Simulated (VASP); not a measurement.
# SiO2: single point with r2SCAN

The system is SiO2.

```
Si O
1.0
     5.21147    0.00000    0.00000
    -2.60573    4.51326    0.00000
     0.00000    0.00000    5.62420
Si O
3 6
Direct
  0.00000 0.50000 0.33333
  0.50000 0.50000 0.66667
  0.50000 0.00000 0.00000
  0.58350 0.79175 0.83333
  0.79175 0.58350 0.50000
  0.79175 0.20825 0.16667
  0.41650 0.20825 0.83333
  0.20825 0.41650 0.50000
  0.20825 0.79175 0.16667
```

This cell differs from its parent crystal: strain +0.030 along x and y, +0.015 along z.

* Program: VASP 6.6.1
* Task: single point
* Functional: r2SCAN
* Potentials or basis: VASP PAW PBE potentials, release 64 (Si, O)
* Cutoff: 520 eV
* k mesh: 6 × 6 × 4
* Occupations: gaussian, width 0.05 eV
* Spin: no spin polarisation

```json
{
 "Pressure": "-12.0 GPa",
 "Largest force": "0.556 eV/Å",
 "Band gap on the k mesh": "5.84 eV (least direct gap 6.05 eV)"
}
```

Forces in eV/Å, atoms in the order of the input:
```
Si   0.000  0.000  0.000
Si   0.000  0.000  0.000
Si   0.000  0.000  0.000
O   -0.482 -0.278  0.000
O    0.000 -0.556  0.000
O   -0.482  0.278  0.000
O    0.482  0.278  0.000
O    0.000  0.556  0.000
O    0.482 -0.278  0.000
```

Stress tensor (GPa, compression positive):
```
-12.44   0.00   0.00
  0.00 -12.44   0.00
  0.00   0.00 -11.24
```

Levels at points of the mesh, in eV from the valence-band top:
```csv
k point,band 22,band 23,band 24,band 25,band 26,band 27
"(0.00, 0.00, 0.00)",-0.41,-0.41,-0.21,5.84,9.35,9.35
"(0.50, 0.00, 0.00)",-0.91,-0.31,0.00,7.92,8.75,9.96
"(0.00, 0.00, 0.50)",-0.26,-0.02,-0.02,7.71,7.71,9.03
"(0.50, 0.00, 0.50)",-0.66,-0.63,-0.33,8.51,9.26,9.62
```

It took 4.3 min on 1 thread of Intel(R) Xeon(R) Platinum 8488C (Sapphire Rapids) (shared host), peak memory 0.29 GiB.

Caveat: the cell differs from its parent crystal (strain +0.030 along x and y, +0.015 along z); the cell stands under tension; the PAW data sets were made with another functional, which shifts forces and pressure a little. A k mesh can miss the band edges.
